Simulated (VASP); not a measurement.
# P (P4/mmm) in VASP: further runs, part 2 of 2

VASP 6.6.1.

## (4) Single point, PBEsol (strain +0.030 along x and y, -0.030 along z)

Contents of INCAR:

```
SYSTEM = P
PREC = Accurate
ENCUT = 500
EDIFF = 1E-6
ISMEAR = 0
SIGMA = 0.15
LREAL = .False.
LASPH = .True.
NELM = 120
ALGO = Normal
ISIF = 2
LWAVE = .False.
LCHARG = .True.
GGA = PS
LELF = .True.
LVHAR = .True.
NBANDS = 8
GGA_COMPAT = .False.
```

Contents of KPOINTS:

```
Automatic mesh
0
Gamma
  12 12 12
  0 0 0
```

Contents of POSCAR:

```
P
1.0
    4.4010920031      0.0000000000      0.0000000000
    0.0000000000      4.4010920031      0.0000000000
    0.0000000000      0.0000000000      4.2466600000
P
1
Direct
    0.0000000000      0.0000000000      0.0000000000
```

Potentials or basis: VASP PAW PBE potentials, release 64 (P).

Run with:

```sh
> cat potpaw_PBE.64/P/POTCAR > POTCAR
> mpirun -np 1 vasp_std > vasp.out
```

OUTCAR:

```text
SYSTEM = P
   PREC = Accurate
   ENCUT = 500
   EDIFF = 1E-6
   ISMEAR = 0
   LREAL = .False.
   LASPH = .True.
   NELM = 120
   ISIF = 2
   GGA = PS

 ion  position               nearest neighbor table
   1  0.000  0.000  0.000-

  LATTYP: Found a simple tetragonal cell.
 ALAT       =     4.4010920031
 C/A-ratio  =     0.9649105261

  Lattice vectors:

 A1 = (   4.4010920031,   0.0000000000,   0.0000000000)
 A2 = (   0.0000000000,   4.4010920031,   0.0000000000)
 A3 = (   0.0000000000,   0.0000000000,   4.2466600000)

Analysis of symmetry for initial positions (statically):
=====================================================================
 Subroutine PRICEL returns:
 Original cell was already a primitive cell.

 Routine SETGRP: Setting up the symmetry group for a
 simple tetragonal supercell.

 Subroutine GETGRP returns: Found 16 space group operations
 (whereof 16 operations were pure point group operations)
 out of a pool of 16 trial point group operations.

The static configuration has the point symmetry D_4h.

Analysis of symmetry for dynamics (positions and initial velocities):
=====================================================================
 Subroutine PRICEL returns:
 Original cell was already a primitive cell.

 Routine SETGRP: Setting up the symmetry group for a
 simple tetragonal supercell.

 Subroutine GETGRP returns: Found 16 space group operations
 (whereof 16 operations were pure point group operations)
 out of a pool of 16 trial point group operations.

The dynamic configuration has the point symmetry D_4h.

 Subroutine INISYM returns: Found 16 space group operations
 (whereof 16 operations are pure point group operations),
 and found     1 'primitive' translations

----------------------------------------------------------------------------------------

                                     Primitive cell

  volume of cell :      82.2562

  direct lattice vectors                    reciprocal lattice vectors
     4.401092003  0.000000000  0.000000000     0.227216336  0.000000000  0.000000000
     0.000000000  4.401092003  0.000000000     0.000000000  0.227216336  0.000000000
     0.000000000  0.000000000  4.246660000     0.000000000  0.000000000  0.235479177

  length of vectors
     4.401092003  4.401092003  4.246660000     0.227216336  0.227216336  0.235479177

  position of ions in fractional coordinates (direct lattice)
     0.000000000  0.000000000  0.000000000

  ion indices of the primitive-cell ions
   primitive index   ion index
                 1           1

----------------------------------------------------------------------------------------

 KPOINTS: Automatic mesh

Automatic generation of k-mesh.
 Grid dimensions read from file:
 generate k-points for:   12   12   12

 Generating k-lattice:

  Cartesian coordinates                     Fractional coordinates (reciprocal lattice)
     0.018934695  0.000000000  0.000000000     0.083333333  0.000000000  0.000000000
     0.000000000  0.018934695  0.000000000     0.000000000  0.083333333  0.000000000
     0.000000000  0.000000000  0.019623265     0.000000000  0.000000000  0.083333333

  Length of vectors
     0.018934695  0.018934695  0.019623265

  Shift w.r.t. Gamma in fractional coordinates (k-lattice)
     0.000000000  0.000000000  0.000000000

 Subroutine IBZKPT returns following result:
 ===========================================

 Found    196 irreducible k-points:

 Following reciprocal coordinates:
            Coordinates               Weight
  0.000000  0.000000  0.000000      1.000000
  0.083333  0.000000  0.000000      4.000000
  0.166667  0.000000  0.000000      4.000000
  0.250000  0.000000  0.000000      4.000000
  0.333333  0.000000  0.000000      4.000000
  0.416667  0.000000  0.000000      4.000000
[... 16 lines left out ...]
  0.333333  0.333333  0.000000      4.000000
  0.416667  0.333333  0.000000      8.000000
 [... further k-points ...]
   k-points           NKPTS =    196   k-points in BZ     NKDIM =    196   number of bands    NBANDS=      8
   number of dos      NEDOS =    301   number of ions     NIONS =      1
   total plane-waves  NPLWV =  32768
   dimension x,y,z NGX =    32 NGY =   32 NGZ =   32
   dimension x,y,z NGXF=    64 NGYF=   64 NGZF=   64
   ions per type =               1
   NGX,Y,Z   is equivalent  to a cutoff of  12.09, 12.09, 12.53 a.u.
   NGXF,Y,Z  is equivalent  to a cutoff of  24.18, 24.18, 25.05 a.u.
 SYSTEM =  P
   PREC   = accura    normal or accurate (medium, high low for compatibility)
   ISTART =      0    job   : 0-new  1-cont  2-samecut
   ICHARG =      2    charge: 1-file 2-atom 10-const
   ISPIN  =      1    spin polarized calculation?
   LNONCOLLINEAR =      F non collinear calculations
   LSORBIT =      F    spin-orbit coupling
   LASPH  =      T    aspherical Exc in radial PAW
   ENCUT  =  500.0 eV  36.75 Ry    6.06 a.u.   8.02  8.02  7.74*2*pi/ulx,y,z
   NELM   =    120;   NELMIN=  2; NELMDL= -5     # of ELM steps
   EDIFF  = 0.1E-05   stopping-criterion for ELM
   LREAL  =      F    real-space projection
   EDIFFG = 0.1E-04   stopping-criterion for IOM
   NSW    =      0    number of steps for IOM
   IBRION =     -1    ionic relax: 0-MD 1-quasi-New 2-CG
   NFREE  =      0    steps in history (QN), initial steepest desc. (CG)
   ISIF   =      2    stress and relaxation
   ISYM   =      2    0-nonsym 1-usesym 2-fastsym
   POTIM  = 0.5000    time-step for ionic-motion
   TEBEG  =    0.0;   TEEND  =   0.0 temperature during run
   PSTRESS=    0.0 pullay stress
   NELECT =       5.0000    total number of electrons
   NUPDOWN=      -1.0000    fix difference up-down
   EMIN   =  10.00;   EMAX   =-10.00  energy-range for DOS
   EFERMI =   0.00;   METHOD = LEGACY
   ISMEAR =     0;   SIGMA  =   0.15  broadening in eV -4-tet -1-fermi 0-gaus
   EFERMI_NEDOS =   21; number of points for ismear=-14 and -15
   IALGO  =     38    algorithm
   IMIX   =      4    mixing-type and parameters
     AMIX     =   0.40;   BMIX     =  1.00
     AMIX_MAG =   1.60;   BMIX_MAG =  1.00
  volume/ion in A,a.u.               =      82.26       555.09
  Fermi-wavevector in a.u.,A,eV,Ry     =   0.643688  1.216394  5.637358  0.414334
  Thomas-Fermi vector in A             =   1.710770
   LORBIT       =      0    0 simple, 1 ext, 2 COOP (PROOUT), +10 PAW based schemes
   GGA     = PS    functional components
   LHFCALC =     F    Hartree Fock is set to
   AEXX    =    0.0000 exact exchange contribution
   IVDW    =     0    specifies the selected vdW correction
   LEPSILON=     F    determine dielectric tensor
   LRPA    =     F    only Hartree local field effects (RPA)
 non-spin polarized calculation
 Gauss-broadening in eV      SIGMA  =   0.15
  energy-cutoff  :      500.00
  volume of cell :       82.26
 maximum number of plane-waves:      2116
   NGX = 17   NGY = 17   NGZ = 15

 number of electron       5.0000000 magnetization

 Free energy of the ion-electron system (eV)
  ---------------------------------------------------
  ext. energy  EPLUGINS =         0.00000000
  ---------------------------------------------------
  free energy    TOTEN  =        -1.13666792 eV

  energy without entropy =       -1.09627517  energy(sigma->0) =       -1.11647154

 E-fermi :  -3.1500     XC(G=0):  -4.9617

 val. band max:       -3.1523219241   @ k =   0.4167   0.0833   0.2500
 cond. band min:      -3.1492172524   @ k =   0.5000   0.0000   0.2500
 fundamental gap:      0.0031046717
 Fermi energy:        -3.1500273248

 k-point     1 :       0.0000    0.0000    0.0000
  band No.  band energies     occupation
      1     -11.8635      2.00000
      2      -2.7093      0.00003
      3      -2.7093      0.00003
      4      -2.5500      0.00000
      5       1.4535      0.00000
      6       4.2555      0.00000
      7       4.3836      0.00000
      8       8.6738      0.00000

 k-point     2 :       0.0833    0.0000    0.0000
  band No.  band energies     occupation
      1     -11.8548      2.00000
      2      -2.8123      0.00145
      3      -2.7013      0.00002
      4      -2.5426      0.00000
      5       1.5659      0.00000
      6       4.3310      0.00000
      7       4.4345      0.00000
      8       8.2510      0.00000
[... 221 lines left out ...]
 k-point    23 :       0.3333    0.3333    0.0000
  band No.  band energies     occupation
      1     -11.6688      2.00000
      2      -3.5145      1.99941
      3      -3.4480      1.99504
      4      -2.3860      0.00000
      5       3.1775      0.00000
      6       4.3533      0.00000
      7       5.9517      0.00000
      8       6.2022      0.00000

 k-point    24 :       0.4167    0.3333    0.0000
  band No.  band energies     occupation
      1     -11.6448      2.00000
      2      -3.6572      2.00000
      3      -3.4349      1.99277
      4      -2.3661      0.00000
      5       3.0910      0.00000
      6       4.4484      0.00000
      7       6.0828      0.00000
      8       6.2911      0.00000

 [... further k-points ...]
[... 5 lines left out ...]
  --------------------------------------------------------------------------------------
  -------------------------------------------------------------------------------------
  Total       -1.7517217     -1.7517217     -2.0557862      0.0000000     -0.0000000      0.0000000
  in kB      -34.1198648    -34.1198648    -40.0424040      0.0000000     -0.0000000      0.0000000
  external PRESSURE =     -36.0940445 kB  Pullay stress =       0.0000000 kB

 VOLUME and BASIS-vectors are now :
 -----------------------------------------------------------------------------
  energy-cutoff  :      500.00
  volume of cell :       82.26
      direct lattice vectors                 reciprocal lattice vectors
     4.401092003  0.000000000  0.000000000     0.227216336  0.000000000  0.000000000
     0.000000000  4.401092003  0.000000000     0.000000000  0.227216336  0.000000000
     0.000000000  0.000000000  4.246660000     0.000000000  0.000000000  0.235479177

 POSITION                                       TOTAL-FORCE (eV/Angst)
 -----------------------------------------------------------------------------------
      0.00000      0.00000      0.00000         0.000000      0.000000      0.000000
 -----------------------------------------------------------------------------------
    total drift:                                0.000000     -0.000000      0.000000

  FREE ENERGIE OF THE ION-ELECTRON SYSTEM (eV)
  ---------------------------------------------------
  free  energy   TOTEN  =        -1.1366679186 eV

  energy  without entropy=       -1.0962751693  energy(sigma->0) =       -1.11647154
```

OSZICAR:

```text
N       E                     dE             d eps       ncg     rms          rms(c)
DAV:   1     0.802210906506E+01    0.80221E+01   -0.12644E+03  3136   0.346E+02
DAV:   2    -0.716376267093E+00   -0.87385E+01   -0.86076E+01  4304   0.452E+01
DAV:   3    -0.115056997635E+01   -0.43419E+00   -0.41687E+00  3784   0.106E+01
DAV:   4    -0.115481904627E+01   -0.42491E-02   -0.42450E-02  5512   0.119E+00
DAV:   5    -0.115482540174E+01   -0.63555E-05   -0.63555E-05  4344   0.320E-02    0.588E-01
DAV:   6    -0.113901374320E+01    0.15812E-01   -0.28090E-02  3864   0.628E-01    0.317E-01
DAV:   7    -0.113565779233E+01    0.33560E-02   -0.27178E-02  4000   0.647E-01    0.153E-01
DAV:   8    -0.113659151109E+01   -0.93372E-03   -0.10913E-03  4104   0.160E-01    0.279E-02
DAV:   9    -0.113661064011E+01   -0.19129E-04   -0.12362E-05  5144   0.202E-02    0.890E-03
DAV:  10    -0.113666203354E+01   -0.51393E-04   -0.60902E-05  3416   0.340E-02    0.226E-03
DAV:  11    -0.113666793307E+01   -0.58995E-05   -0.12129E-05  3560   0.143E-02    0.159E-03
DAV:  12    -0.113666791859E+01    0.14473E-07   -0.37237E-07  4448   0.252E-03
   1 F= -.11366679E+01 E0= -.11164715E+01  d E =-.403927E-01
```

Wall time 42 s (1 thread of Intel Xeon Platinum 8375C at 2.90GHz (Ice Lake), shared host); peak memory 0.24 GiB.

Results:

```yaml
Free_energy: -1.1367 eV
Pressure: -3.6 GPa
```

Caveat: the cell differs from its parent crystal (strain +0.030 along x and y, -0.030 along z); the PAW data sets were made with another functional, which shifts forces and pressure a little.

## (5) Overview

| cell | gap on the mesh (eV) | pressure (GPa) |
| --- | --- | --- |
| a = 4.145, b = 4.145, c = 4.312 Å, 1 atom | none | -4.6 |
| a = 4.209, b = 4.209, c = 4.444 Å, 1 atom | none | -4.0 |
| a = 4.401, b = 4.401, c = 4.247 Å, 1 atom | none | -3.6 |

Alike in all rows: task single point; level PBEsol; potentials or basis VASP PAW PBE potentials, release 64 (P); no spin polarisation; k mesh 12 × 12 × 12; cutoff (eV) 500; smearing gaussian 0.15 eV.

Caveats: the PAW data sets were made with another functional, which shifts forces and pressure a little.

Total energies depend on the potentials used, so only differences within one code and one set of settings carry meaning.
